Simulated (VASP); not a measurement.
# Cr (P6/mmm) in VASP: further runs

The runs below take Cr through single point, with r2SCAN.

Everything below comes from runs of VASP 6.6.1. Logs are shortened: lines on timing, memory, paths and dates and some standing lists are left out, and cuts for length are marked.

## Step 1: The cell of the first run

The structure is hexagonal, space group P6/mmm (No. 191). The conventional cell has a = 4.030 Å, b = 4.030 Å, c = 2.175 Å, α = 90.00°, β = 90.00°, γ = 120.00°. Cr (site symmetry 6/mmm) has 14 Cr at 2.17 to 2.57 Å within 2.9 Å. Within 2.9 Å of Cr (site symmetry -6m2) lie 11 Cr at 2.17 to 2.57 Å.

This isn't the form of Cr at room conditions, which is bcc.

## Step 2: Single point, r2SCAN (10.20 Å³/atom)

The input, POSCAR:

```
Cr
1.0
    4.0301982455      0.0000000000      0.0000000000
   -2.0150991227      3.4902540629      0.0000000000
    0.0000000000      0.0000000000      2.1745769650
Cr
3
Direct
    0.0000000000      1.0000000000      0.0000000000
    0.3333333333      0.6666666667      0.5000000000
    0.6666666667      0.3333333333      0.5000000000
```

The input, INCAR.step1:

```
SYSTEM = Cr
PREC = Accurate ; ENCUT = 770
ISMEAR = -1 ; SIGMA = 0.1
LREAL = .FALSE. ; LASPH = .TRUE.
NELM = 120 ; NBANDS = 28
GGA = PE ; ALGO = Normal
EDIFF = 1E-5 ; LWAVE = .TRUE.
LCHARG = .FALSE. ; GGA_COMPAT = .FALSE.
```

The input, INCAR.step2:

```
SYSTEM = Cr
PREC = Accurate ; ENCUT = 770
EDIFF = 1E-6 ; ISMEAR = -1
SIGMA = 0.1 ; LREAL = .FALSE.
LASPH = .TRUE. ; NELM = 120
ALGO = Normal ; ISIF = 2
LWAVE = .FALSE. ; LCHARG = .FALSE.
METAGGA = R2SCAN ; LMIXTAU = .TRUE.
NBANDS = 28 ; ISTART = 1
GGA_COMPAT = .FALSE.
```

The input, KPOINTS:

```
Automatic mesh
0
G
  10 10 15
  0 0 0
```

Potentials or basis: VASP PAW PBE potentials, release 64 (Cr_sv).

The run is started by

```bash
cat potpaw_PBE.64/Cr_sv/POTCAR > POTCAR
cp INCAR.step1 INCAR
mpirun -np 1 vasp_std > vasp.out
cp INCAR.step2 INCAR
mpirun -np 1 vasp_std > vasp.out
```

OUTCAR:

```text
SYSTEM = Cr
   PREC = Accurate
   ENCUT = 770
   EDIFF = 1E-6
   ISMEAR = -1
   LREAL = .FALSE.
   LASPH = .TRUE.
   NELM = 120
   ISIF = 2
   METAGGA = R2SCAN
   ISTART = 1

 ion  position               nearest neighbor table
   1  0.000  0.000  0.000-   2 2.57   3 2.57   2 2.57   3 2.57   2 2.57   2 2.57   3 2.57   3 2.57
                             3 2.57   3 2.57   2 2.57   2 2.57
   2  0.333  0.667  0.500-   3 2.33   3 2.33   3 2.33   1 2.57   1 2.57   1 2.57   1 2.57   1 2.57
                             1 2.57
   3  0.667  0.333  0.500-   2 2.33   2 2.33   2 2.33   1 2.57   1 2.57   1 2.57   1 2.57   1 2.57
                             1 2.57

  LATTYP: Found a hexagonal cell.
 ALAT       =     4.0301982455
 C/A-ratio  =     0.5395707190

  Lattice vectors:

 A1 = (   4.0301982455,   0.0000000000,   0.0000000000)
 A2 = (  -2.0150991227,   3.4902540629,   0.0000000000)
 A3 = (   0.0000000000,   0.0000000000,   2.1745769650)

Analysis of symmetry for initial positions (statically):
=====================================================================
 Subroutine PRICEL returns:
 Original cell was already a primitive cell.

 Routine SETGRP: Setting up the symmetry group for a
 hexagonal supercell.

 Subroutine GETGRP returns: Found 24 space group operations
 (whereof 24 operations were pure point group operations)
 out of a pool of 24 trial point group operations.

The static configuration has the point symmetry D_6h.

Analysis of symmetry for dynamics (positions and initial velocities):
=====================================================================
 Subroutine PRICEL returns:
 Original cell was already a primitive cell.

 Routine SETGRP: Setting up the symmetry group for a
 hexagonal supercell.

 Subroutine GETGRP returns: Found 24 space group operations
 (whereof 24 operations were pure point group operations)
 out of a pool of 24 trial point group operations.

The dynamic configuration has the point symmetry D_6h.

 Subroutine INISYM returns: Found 24 space group operations
 (whereof 24 operations are pure point group operations),
 and found     1 'primitive' translations

----------------------------------------------------------------------------------------

                                     Primitive cell

  volume of cell :      30.5885

  direct lattice vectors                    reciprocal lattice vectors
     4.030198246  0.000000000  0.000000000     0.248126752  0.143256047  0.000000000
    -2.015099123  3.490254063  0.000000000     0.000000000  0.286512094  0.000000000
     0.000000000  0.000000000  2.174576965     0.000000000  0.000000000  0.459859557

  length of vectors
     4.030198246  4.030198245  2.174576965     0.286512094  0.286512094  0.459859557

  position of ions in fractional coordinates (direct lattice)
     0.000000000  0.000000000  0.000000000
     0.333333333  0.666666667  0.500000000
     0.666666667  0.333333333  0.500000000

  ion indices of the primitive-cell ions
   primitive index   ion index
                 1           1
                 2           2
                 3           3

----------------------------------------------------------------------------------------

 KPOINTS: Automatic mesh

Automatic generation of k-mesh.
 Grid dimensions read from file:
 generate k-points for:   10   10   15

 Generating k-lattice:

  Cartesian coordinates                     Fractional coordinates (reciprocal lattice)
     0.024812675  0.014325605  0.000000000     0.100000000  0.000000000  0.000000000
     0.000000000  0.028651209  0.000000000     0.000000000  0.100000000  0.000000000
     0.000000000  0.000000000  0.030657304     0.000000000  0.000000000  0.066666667

  Length of vectors
     0.028651209  0.028651209  0.030657304

  Shift w.r.t. Gamma in fractional coordinates (k-lattice)
     0.000000000  0.000000000  0.000000000

 Subroutine IBZKPT returns following result:
 ===========================================

 Found    112 irreducible k-points:

 Following reciprocal coordinates:
            Coordinates               Weight
  0.000000  0.000000  0.000000      1.000000
  0.100000  0.000000  0.000000      6.000000
  0.200000  0.000000  0.000000      6.000000
  0.300000 -0.000000  0.000000      6.000000
  0.400000 -0.000000  0.000000      6.000000
  0.500000 -0.000000  0.000000      3.000000
[... 16 lines left out ...]
  0.300000  0.100000  0.066667     24.000000
  0.400000  0.100000  0.066667     24.000000
 [... further k-points ...]
   k-points           NKPTS =    112   k-points in BZ     NKDIM =    112   number of bands    NBANDS=     28
   number of dos      NEDOS =    301   number of ions     NIONS =      3
   total plane-waves  NPLWV =  25920
   dimension x,y,z NGX =    36 NGY =   36 NGZ =   20
   dimension x,y,z NGXF=    72 NGYF=   72 NGZF=   40
   ions per type =               3
   NGX,Y,Z   is equivalent  to a cutoff of  14.85, 14.85, 15.29 a.u.
   NGXF,Y,Z  is equivalent  to a cutoff of  29.70, 29.70, 30.58 a.u.
 SYSTEM =  Cr
   PREC   = accura    normal or accurate (medium, high low for compatibility)
   ISTART =      1    job   : 0-new  1-cont  2-samecut
   ICHARG =      0    charge: 1-file 2-atom 10-const
   ISPIN  =      1    spin polarized calculation?
   LNONCOLLINEAR =      F non collinear calculations
   LSORBIT =      F    spin-orbit coupling
   LASPH  =      T    aspherical Exc in radial PAW
   ENCUT  =  770.0 eV  56.59 Ry    7.52 a.u.   9.12  9.12  4.92*2*pi/ulx,y,z
   NELM   =    120;   NELMIN=  2; NELMDL=  0     # of ELM steps
   EDIFF  = 0.1E-05   stopping-criterion for ELM
   LREAL  =      F    real-space projection
   EDIFFG = 0.1E-04   stopping-criterion for IOM
   NSW    =      0    number of steps for IOM
   IBRION =     -1    ionic relax: 0-MD 1-quasi-New 2-CG
   NFREE  =      0    steps in history (QN), initial steepest desc. (CG)
   ISIF   =      2    stress and relaxation
   ISYM   =      2    0-nonsym 1-usesym 2-fastsym
   POTIM  = 0.5000    time-step for ionic-motion
   TEBEG  =    0.0;   TEEND  =   0.0 temperature during run
   PSTRESS=    0.0 pullay stress
   NELECT =      42.0000    total number of electrons
   NUPDOWN=      -1.0000    fix difference up-down
   EMIN   =  10.00;   EMAX   =-10.00  energy-range for DOS
   EFERMI =   0.00;   METHOD = LEGACY
   ISMEAR =    -1;   SIGMA  =   0.10  broadening in eV -4-tet -1-fermi 0-gaus
   EFERMI_NEDOS =   21; number of points for ismear=-14 and -15
   IALGO  =     38    algorithm
   IMIX   =      4    mixing-type and parameters
     AMIX     =   0.40;   BMIX     =  1.00
     AMIX_MAG =   1.60;   BMIX_MAG =  1.00
  volume/ion in A,a.u.               =      10.20        68.81
  Fermi-wavevector in a.u.,A,eV,Ry     =   1.819583  3.438513 45.047284  3.310882
  Thomas-Fermi vector in A             =   2.876337
   LORBIT       =      0    0 simple, 1 ext, 2 COOP (PROOUT), +10 PAW based schemes
   METAGGA = R2SCAN    functional components
   LHFCALC =     F    Hartree Fock is set to
   AEXX    =    0.0000 exact exchange contribution
   IVDW    =     0    specifies the selected vdW correction
   LEPSILON=     F    determine dielectric tensor
   LRPA    =     F    only Hartree local field effects (RPA)
 non-spin polarized calculation
  energy-cutoff  :      770.00
  volume of cell :       30.59
 maximum number of plane-waves:      1515
   NGX = 19   NGY = 19   NGZ =  9

 number of electron      42.0000020 magnetization

 Free energy of the ion-electron system (eV)
  ---------------------------------------------------
  ext. energy  EPLUGINS =         0.00000000
  ---------------------------------------------------
  free energy    TOTEN  =       -43.01972206 eV

  energy without entropy =      -42.88797679  energy(sigma->0) =      -42.95384942

 E-fermi :  16.1167     XC(G=0): -15.7220

 val. band max:       16.1159143213   @ k =   0.1000   0.0000   0.2667
 cond. band min:      16.1198123977   @ k =   0.3000   0.2000   0.3333
 fundamental gap:      0.0038980764
 Fermi energy:        16.1167487870

 k-point     1 :       0.0000    0.0000    0.0000
  band No.  band energies     occupation
      1     -58.6068      2.00000
      2     -58.3518      2.00000
      3     -58.2164      2.00000
      4     -28.8324      2.00000
      5     -28.8324      2.00000
      6     -28.7307      2.00000
[... 20 lines left out ...]
     27      19.5741      0.00000
     28      19.5741      0.00000

 k-point     2 :       0.1000    0.0000    0.0000
  band No.  band energies     occupation
      1     -58.5984      2.00000
      2     -58.3545      2.00000
      3     -58.2224      2.00000
      4     -28.9152      2.00000
      5     -28.8951      2.00000
      6     -28.6400      2.00000
[... 20 lines left out ...]
     27      19.4802      0.00000
     28      19.5579      0.00000

 k-point     3 :       0.2000    0.0000    0.0000
  band No.  band energies     occupation
      1     -58.5745      2.00000
      2     -58.3623      2.00000
      3     -58.2394      2.00000
      4     -29.0179      2.00000
      5     -28.9335      2.00000
      6     -28.5144      2.00000
[... 20 lines left out ...]
     27      19.2218      0.00000
     28      19.5086      0.00000

 k-point     4 :       0.3000   -0.0000    0.0000
  band No.  band energies     occupation
      1     -58.5396      2.00000
      2     -58.3740      2.00000
      3     -58.2637      2.00000
      4     -29.0991      2.00000
      5     -28.9039      2.00000
      6     -28.3975      2.00000
[... 578 lines left out ...]
     27      18.8005      0.00000
     28      19.2982      0.00000

 k-point    23 :       0.3000    0.1000    0.0667
  band No.  band energies     occupation
      1     -58.5007      2.00000
      2     -58.3667      2.00000
      3     -58.2668      2.00000
      4     -29.0862      2.00000
      5     -28.8769      2.00000
      6     -28.4179      2.00000
[... 20 lines left out ...]
     27      18.8676      0.00000
     28      19.1734      0.00000

 k-point    24 :       0.4000    0.1000    0.0667
  band No.  band energies     occupation
      1     -58.4714      2.00000
      2     -58.3772      2.00000
      3     -58.2862      2.00000
      4     -29.1176      2.00000
      5     -28.7520      2.00000
      6     -28.5806      2.00000
[... 20 lines left out ...]
     27      19.0149      0.00000
     28      19.1078      0.00000

 [... further k-points ...]

------------------------ aborting loop because EDIFF is reached ----------------------------------------

  FORCE on cell =-STRESS in cart. coord.  units (eV):
  Direction    XX          YY          ZZ          XY          YZ          ZX
  --------------------------------------------------------------------------------------
  -------------------------------------------------------------------------------------
  Total        7.7097817      7.7097817      8.3298061      0.0000000      0.0000000     -0.0000000
  in kB      403.8261399    403.8261399    436.3020353      0.0000000      0.0000000     -0.0000000
  external PRESSURE =     414.6514383 kB  Pullay stress =       0.0000000 kB

 VOLUME and BASIS-vectors are now :
 -----------------------------------------------------------------------------
  energy-cutoff  :      770.00
  volume of cell :       30.59
      direct lattice vectors                 reciprocal lattice vectors
     4.030198246  0.000000000  0.000000000     0.248126752  0.143256047  0.000000000
    -2.015099123  3.490254063  0.000000000     0.000000000  0.286512094  0.000000000
     0.000000000  0.000000000  2.174576965     0.000000000  0.000000000  0.459859557

 POSITION                                       TOTAL-FORCE (eV/Angst)
 -----------------------------------------------------------------------------------
      0.00000      0.00000      0.00000        -0.000000      0.000000      0.000000
     -0.00000      2.32684      1.08729        -0.000000      0.000000     -0.000000
      2.01510      1.16342      1.08729         0.000000      0.000000      0.000000
 -----------------------------------------------------------------------------------
    total drift:                                0.000000      0.000000     -0.000000

  FREE ENERGIE OF THE ION-ELECTRON SYSTEM (eV)
  ---------------------------------------------------
  free  energy   TOTEN  =       -43.0197220570 eV

  energy  without entropy=      -42.8879767925  energy(sigma->0) =      -42.95384942
```

It took 7.9 min on 1 thread of Intel Xeon Platinum 8259CL at 2.50GHz (Skylake/Cascade Lake), shared host; peak memory 0.26 GiB.

What came out:

| Item | Value |
| --- | --- |
| Free energy | -43.0197 eV |
| Pressure | 41.5 GPa |
| Band gap on the k mesh | zero (bands 21 and 22 overlap by 0.98 eV) |

Stress tensor (GPa, compression positive):
```
40.38  0.00  0.00
 0.00 40.38  0.00
 0.00  0.00 43.63
```

Levels at points of the mesh, in eV from the Fermi level:
```csv
k point,band 18,band 19,band 20,band 21,band 22,band 23,band 24,band 25
"(0.00, 0.00, 0.00)",-2.64,-2.64,-2.42,-0.46,-0.46,1.75,1.75,1.82
"(0.50, 0.00, 0.00)",-2.60,-2.38,-2.16,0.52,1.03,1.73,1.92,2.00
```

Caveat: the cell stands under pressure; the PAW data sets were made with another functional, which shifts forces and pressure a little; the run has no spin polarisation, though such a crystal can be magnetic. Spin polarisation is off, so any magnetic state and its effect on volume and gap are missing.

## Step 3: Single point, r2SCAN (11.12 Å³/atom)

This run uses another cell than the first one, of 11.12 Å³/atom.

The input, POSCAR:

```
Cr
1.0
    4.1488009281      0.0000000000      0.0000000000
   -2.0744004640      3.5929669990      0.0000000000
    0.0000000000      0.0000000000      2.2385714997
Cr
3
Direct
    0.0000000000      1.0000000000      0.0000000000
    0.3333333333      0.6666666667      0.5000000000
    0.6666666667      0.3333333333      0.5000000000
```

The input, INCAR.step1:

```
SYSTEM = Cr
ALGO = Normal ; EDIFF = 1E-5
ENCUT = 770 ; GGA = PE
GGA_COMPAT = .FALSE. ; ISMEAR = -1
LASPH = .TRUE. ; LCHARG = .FALSE.
LREAL = .FALSE. ; LWAVE = .TRUE.
NBANDS = 28 ; NELM = 120
PREC = Accurate ; SIGMA = 0.1
```

The input, INCAR.step2:

```
SYSTEM = Cr
ALGO = Normal ; EDIFF = 1E-6
ENCUT = 770 ; GGA_COMPAT = .FALSE.
ISIF = 2 ; ISMEAR = -1
ISTART = 1 ; LASPH = .TRUE.
LCHARG = .FALSE. ; LMIXTAU = .TRUE.
LREAL = .FALSE. ; LWAVE = .FALSE.
METAGGA = R2SCAN ; NBANDS = 28
NELM = 120 ; PREC = Accurate
SIGMA = 0.1
```

The input, KPOINTS:

```
k-points
0
G
  10 10 15
  0 0 0
```

Potentials or basis: VASP PAW PBE potentials, release 64 (Cr_sv).

The run is started by

```bash
cat potpaw_PBE.64/Cr_sv/POTCAR > POTCAR
cp INCAR.step1 INCAR
mpirun -np 1 vasp_std > vasp.out
cp INCAR.step2 INCAR
mpirun -np 1 vasp_std > vasp.out
```

Run time: 11 min. Hardware: 1 thread of AMD EPYC 7R13 (Zen 3), shared host; peak memory 0.24 GiB.

Results (log left out):

```yaml
Free_energy: -43.4550 eV
Pressure: 10.6 GPa
Band_gap_on_the_k_mesh: zero (bands 21 and 22 overlap by 0.64 eV)
```

Stress tensor (GPa, compression positive):
```
10.11  0.00  0.00
 0.00 10.11  0.00
 0.00  0.00 11.66
```

Levels at points of the mesh, in eV from the Fermi level:
| k point | band 19 | band 20 | band 21 | band 22 | band 23 | band 24 |
| --- | --- | --- | --- | --- | --- | --- |
| (0.00, 0.00, 0.00) | -2.44 | -2.19 | -0.37 | -0.37 | 1.61 | 1.61 |
| (0.50, 0.00, 0.00) | -2.16 | -1.88 | 0.27 | 0.98 | 1.53 | 1.76 |

Caveat: the cell stands under pressure; the PAW data sets were made with another functional, which shifts forces and pressure a little; the run has no spin polarisation, though such a crystal can be magnetic. Spin polarisation is off, so any magnetic state and its effect on volume and gap are missing.
